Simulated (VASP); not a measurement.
# Ta (I4/mmm) in VASP: further runs, part 2 of 2

VASP 6.6.1.

**3. Single point, PBEsol (strain -0.0200 x Voigt [0, 1, 0, 0, 0, 0])**

Input file INCAR:

```
SYSTEM = Ta
PREC     = Accurate       ! precision mode
ENCUT    = 520            ! plane-wave cutoff, eV
EDIFF    = 1E-6           ! SCF threshold, eV
ISMEAR   = 0              ! smearing method
SIGMA    = 0.15           ! smearing width, eV
LREAL    = .FALSE.        ! projectors in reciprocal space
LASPH    = .TRUE.         ! aspherical terms in the spheres
NELM     = 100            ! most SCF steps
ALGO     = Fast           ! electronic algorithm
ISIF     = 2              ! what is computed and relaxed
LWAVE    = .FALSE.        ! write WAVECAR
LCHARG   = .TRUE.         ! write CHGCAR
GGA      = PS             ! functional
LELF     = .TRUE.         ! ELF
LVHAR    = .TRUE.       
NBANDS   = 12             ! bands
```

Input file KPOINTS:

```
Automatic mesh
0
G
  26 26 26
  0 0 0
```

Input file POSCAR:

```
Ta
1.0
   -1.6402597622      1.6074545670      1.6402597622
    1.6402597622     -1.6074545670      1.6402597622
    1.6402597622      1.6074545670     -1.6402597622
Ta
1
Direct
    0.0000000000      0.0000000000      0.0000000000
```

Potentials or basis: VASP PAW PBE potentials, release 64 (Ta_pv).

Started as:

```console
$ cat potpaw_PBE.64/Ta_pv/POTCAR > POTCAR
$ mpirun -np 1 vasp_std > vasp.out
```

OUTCAR:

```text
SYSTEM = Ta
   PREC = Accurate
   ENCUT = 520
   EDIFF = 1E-6
   ISMEAR = 0
   LREAL = .FALSE.
   LASPH = .TRUE.
   NELM = 100
   ISIF = 2
   GGA = PS

 ion  position               nearest neighbor table
   1  0.000  0.000  0.000-

  LATTYP: Found a body centered tetragonal cell.
 ALAT       =     3.2805195244
 C/A-ratio  =     0.9800000000

  Lattice vectors:

 A1 = (  -1.6402597622,  -1.6074545670,   1.6402597622)
 A2 = (   1.6402597622,  -1.6074545670,  -1.6402597622)
 A3 = (   1.6402597622,   1.6074545670,   1.6402597622)

Analysis of symmetry for initial positions (statically):
=====================================================================
 Subroutine PRICEL returns:
 Original cell was already a primitive cell.

 Routine SETGRP: Setting up the symmetry group for a
 body centered tetragonal supercell.

 Subroutine GETGRP returns: Found 16 space group operations
 (whereof 16 operations were pure point group operations)
 out of a pool of 16 trial point group operations.

The static configuration has the point symmetry D_4h.

Analysis of symmetry for dynamics (positions and initial velocities):
=====================================================================
 Subroutine PRICEL returns:
 Original cell was already a primitive cell.

 Routine SETGRP: Setting up the symmetry group for a
 body centered tetragonal supercell.

 Subroutine GETGRP returns: Found 16 space group operations
 (whereof 16 operations were pure point group operations)
 out of a pool of 16 trial point group operations.

The dynamic configuration has the point symmetry D_4h.

 Subroutine INISYM returns: Found 16 space group operations
 (whereof 16 operations are pure point group operations),
 and found     1 'primitive' translations

----------------------------------------------------------------------------------------

                                     Primitive cell

  volume of cell :      17.2991

  direct lattice vectors                    reciprocal lattice vectors
[... 115 lines left out ...]
   LRPA    =     F    only Hartree local field effects (RPA)
 non-spin polarized calculation
 RMM-DIIS sequential band-by-band and
 Gauss-broadening in eV      SIGMA  =   0.15
  energy-cutoff  :      520.00
  volume of cell :       17.30
 maximum number of plane-waves:       482
 NGX is ok and might be reduce to    24
   NGX = 11   NGY = 11   NGZ = 11

 number of electron      11.0000000 magnetization

 Free energy of the ion-electron system (eV)
  ---------------------------------------------------
  ext. energy  EPLUGINS =         0.00000000
  ---------------------------------------------------
  free energy    TOTEN  =       -12.55058933 eV

  energy without entropy =      -12.53611814  energy(sigma->0) =      -12.54335373

 E-fermi :   5.6423     XC(G=0): -12.9365

 val. band max:        5.6422013839   @ k =   0.3077   0.1154   0.1154
 cond. band min:       5.6425974504   @ k =  -0.1923   0.0769   0.0000
 fundamental gap:      0.0003960664
 Fermi energy:         5.6423014672

 k-point     1 :       0.0000    0.0000    0.0000
  band No.  band energies     occupation
      1     -27.2151      2.00000
      2     -27.2151      2.00000
      3     -27.2099      2.00000
      4      -2.4324      2.00000
      5       6.1913      0.00000
      6       6.4629      0.00000
      7       6.4629      0.00000
      8       9.5904      0.00000
      9       9.9695      0.00000
     10      20.7606      0.00000
     11      20.7606      0.00000
     12      21.1416      0.00000
[... 331 lines left out ...]
 k-point    24 :       0.3462    0.0385   -0.0000
  band No.  band energies     occupation
      1     -28.3444      2.00000
      2     -27.5863      2.00000
      3     -27.2354      2.00000
      4       1.0440      2.00000
      5       4.2249      2.00000
      6       5.9810      0.00141
      7       9.7570      0.00000
      8      10.4395      0.00000
      9      11.8371      0.00000
     10      19.0260      0.00000
     11      20.0988      0.00000
     12      20.5509      0.00000

 [... further k-points ...]

------------------------ aborting loop because EDIFF is reached ----------------------------------------

  FORCE on cell =-STRESS in cart. coord.  units (eV):
  Direction    XX          YY          ZZ          XY          YZ          ZX
  --------------------------------------------------------------------------------------
  -------------------------------------------------------------------------------------
  Total        0.4380153      0.7177190      0.4380153      0.0000000      0.0000000      0.0000000
  in kB       40.5672831     66.4723584     40.5672831      0.0000000      0.0000000      0.0000000
  external PRESSURE =      49.2023082 kB  Pullay stress =       0.0000000 kB

 VOLUME and BASIS-vectors are now :
 -----------------------------------------------------------------------------
  energy-cutoff  :      520.00
  volume of cell :       17.30
      direct lattice vectors                 reciprocal lattice vectors
    -1.640259762  1.607454567  1.640259762     0.000000000  0.311050782  0.304829766
     1.640259762 -1.607454567  1.640259762     0.304829766  0.000000000  0.304829766
     1.640259762  1.607454567 -1.640259762     0.304829766  0.311050782  0.000000000

 POSITION                                       TOTAL-FORCE (eV/Angst)
 -----------------------------------------------------------------------------------
      0.00000      0.00000      0.00000        -0.000000     -0.000000      0.000000
 -----------------------------------------------------------------------------------
    total drift:                                0.000000      0.000000     -0.000000

  FREE ENERGIE OF THE ION-ELECTRON SYSTEM (eV)
  ---------------------------------------------------
  free  energy   TOTEN  =       -12.5505893258 eV

  energy  without entropy=      -12.5361181394  energy(sigma->0) =      -12.54335373
```

Wall time 2.7 min (1 thread of AMD EPYC 7R13, shared host); peak memory 0.37 GiB.

What came out:

```yaml
Free_energy: -12.5506 eV
Pressure: 4.9 GPa
Band_gap_on_the_k_mesh: zero (an odd number of electrons rules out a gap without spin polarisation)
```

Stress tensor (GPa, compression positive):
```
4.06 0.00 0.00
0.00 6.65 0.00
0.00 0.00 4.06
```

Caveat: the cell differs from its parent crystal (strain -0.0200 x Voigt [0, 1, 0, 0, 0, 0]); the cell stands under pressure; the PAW data sets were made with another functional, which shifts forces and pressure a little; spin-orbit coupling is left out, which moves the levels of the heavy elements.

**4. Single point, PBEsol (strain +0.0100 x Voigt [0, 1, 0, 0, 0, 0])**

Input file INCAR:

```
PREC     = Accurate       # precision mode
ENCUT    = 520            # plane-wave cutoff, eV
EDIFF    = 1E-6           # SCF threshold, eV
ISMEAR   = 0              # smearing method
SIGMA    = 0.15           # smearing width, eV
LREAL    = False          # projectors in reciprocal space
LASPH    = True           # aspherical terms in the spheres
NELM     = 60             # most SCF steps
ALGO     = Fast           # electronic algorithm
ISIF     = 2              # what is computed and relaxed
LWAVE    = False          # write WAVECAR
LCHARG   = True           # write CHGCAR
GGA      = PS             # functional
LELF     = True           # ELF
LVHAR    = True         
NBANDS   = 12             # bands
```

Input file KPOINTS:

```
regular mesh
0
Gamma
  26 26 26
```

Input file POSCAR:

```
Ta
1.0
   -1.6402597622      1.6566623598      1.6402597622
    1.6402597622     -1.6566623598      1.6402597622
    1.6402597622      1.6566623598     -1.6402597622
Ta
1
Direct
    0.0000000000      0.0000000000      0.0000000000
```

Started as:

```console
$ cat potpaw_PBE.64/Ta_pv/POTCAR > POTCAR
$ mpirun -np 1 vasp_std > vasp.out
```

Wall time 2.4 min (1 thread of AMD EPYC 7R13, shared host); peak memory 0.38 GiB.

The run converged. Its results:

* Free energy: -12.5574 eV
* Pressure: -1.6 GPa
* Band gap on the k mesh: zero (an odd number of electrons rules out a gap without spin polarisation)

Stress tensor (GPa, compression positive):
```
-1.18  0.00  0.00
 0.00 -2.36  0.00
 0.00  0.00 -1.18
```

Levels at points of the mesh, in eV from the Fermi level:
| k point | band 2 | band 3 | band 4 | band 5 | band 6 | band 7 | band 8 | band 9 | band 10 | band 11 |
| --- | --- | --- | --- | --- | --- | --- | --- | --- | --- | --- |
| (0.00, 0.00, 0.00) | -32.98 | -32.98 | -7.96 | 0.69 | 0.69 | 0.81 | 3.95 | 4.12 | 14.98 | 15.16 |
| (0.50, 0.00, 0.00) | -33.37 | -32.98 | -4.43 | -1.53 | 1.64 | 3.86 | 4.94 | 7.90 | 11.86 | 12.04 |
| (0.00, 0.50, 0.00) | -33.38 | -32.99 | -4.42 | -1.66 | 1.72 | 4.03 | 5.02 | 7.94 | 11.92 | 11.99 |
| (0.50, 0.50, 0.50) | -33.82 | -33.82 | -3.88 | -3.85 | 6.91 | 6.95 | 6.95 | 8.59 | 8.85 | 8.85 |

Caveat: the cell differs from its parent crystal (strain +0.0100 x Voigt [0, 1, 0, 0, 0, 0]); the PAW data sets were made with another functional, which shifts forces and pressure a little; spin-orbit coupling is left out, which moves the levels of the heavy elements.

**5. Single point, PBEsol (strain +0.0300 x Voigt [0, 1, 0, 0, 0, 0])**

Input file INCAR:

```
PREC     = Accurate       # precision mode
ENCUT    = 520            # plane-wave cutoff, eV
EDIFF    = 1E-6           # SCF threshold, eV
ISMEAR   = 0              # smearing method
SIGMA    = 0.15           # smearing width, eV
LREAL    = F              # projectors in reciprocal space
LASPH    = T              # aspherical terms in the spheres
NELM     = 80             # most SCF steps
ALGO     = Fast           # electronic algorithm
ISIF     = 2              # what is computed and relaxed
LWAVE    = F              # write WAVECAR
LCHARG   = F              # write CHGCAR
GGA      = PS             # functional
NBANDS   = 12             # bands
```

KPOINTS is that of step 4.

Input file POSCAR:

```
Ta
1.0
   -1.6402597622      1.6894675551      1.6402597622
    1.6402597622     -1.6894675551      1.6402597622
    1.6402597622      1.6894675551     -1.6402597622
Ta
1
Direct
    0.0000000000      0.0000000000      0.0000000000
```

Started as:

```console
$ cat potpaw_PBE.64/Ta_pv/POTCAR > POTCAR
$ mpirun -np 1 vasp_std > vasp.out
```

Run time: 2.5 min. Hardware: 1 thread of AMD EPYC 7R13, shared host; peak memory 0.38 GiB.

It converged, with:

```
Free energy            : -12.5464 eV
Pressure               : -5.4 GPa
Band gap on the k mesh : zero (an odd number of electrons rules out a gap without spin polarisation)
```

Stress tensor (GPa, compression positive):
```
-4.28  0.00  0.00
 0.00 -7.52  0.00
 0.00  0.00 -4.28
```

Levels at points of the mesh, in eV from the Fermi level:
```
           k point  band 4  band 5  band 6  band 7  band 8  band 9
(0.00, 0.00, 0.00)   -7.89    0.61    0.61    0.97    3.70    4.20
(0.50, 0.00, 0.00)   -4.35   -1.39    1.50    3.61    4.83    7.68
(0.00, 0.50, 0.00)   -4.33   -1.77    1.72    4.16    5.02    7.77
(0.50, 0.50, 0.50)   -3.80   -3.71    6.69    6.81    6.81    8.08
```

Caveat: the cell differs from its parent crystal (strain +0.0300 x Voigt [0, 1, 0, 0, 0, 0]); the cell stands under tension; the PAW data sets were made with another functional, which shifts forces and pressure a little; spin-orbit coupling is left out, which moves the levels of the heavy elements.

**6. Summary**

| cell | gap on the mesh (eV) | pressure (GPa) |
| --- | --- | --- |
| a = 2.804 Å, angles 108.4, 111.7, 108.4°, 1 atom | none | 9.8 |
| a = 2.822 Å, angles 108.9, 110.6, 108.9°, 1 atom | none | 4.9 |
| a = 2.851 Å, angles 109.7, 108.9, 109.7°, 1 atom | none | -1.6 |
| a = 2.870 Å, angles 110.3, 107.9, 110.3°, 1 atom | none | -5.4 |

Alike in all rows: task single point; level PBEsol; potentials or basis VASP PAW PBE potentials, release 64 (Ta_pv); no spin polarisation; k mesh 26 × 26 × 26; cutoff (eV) 520; smearing gaussian 0.15 eV.

Caveats: the PAW data sets were made with another functional, which shifts forces and pressure a little; spin-orbit coupling is left out, which moves the levels of the heavy elements; the stress differs along the axes, from 8 to 13 GPa (at least some runs); the cell stands under pressure (at least some runs); the cell stands under tension (at least some runs).

Total energies depend on the potentials used, so only differences within one code and one set of settings carry meaning.
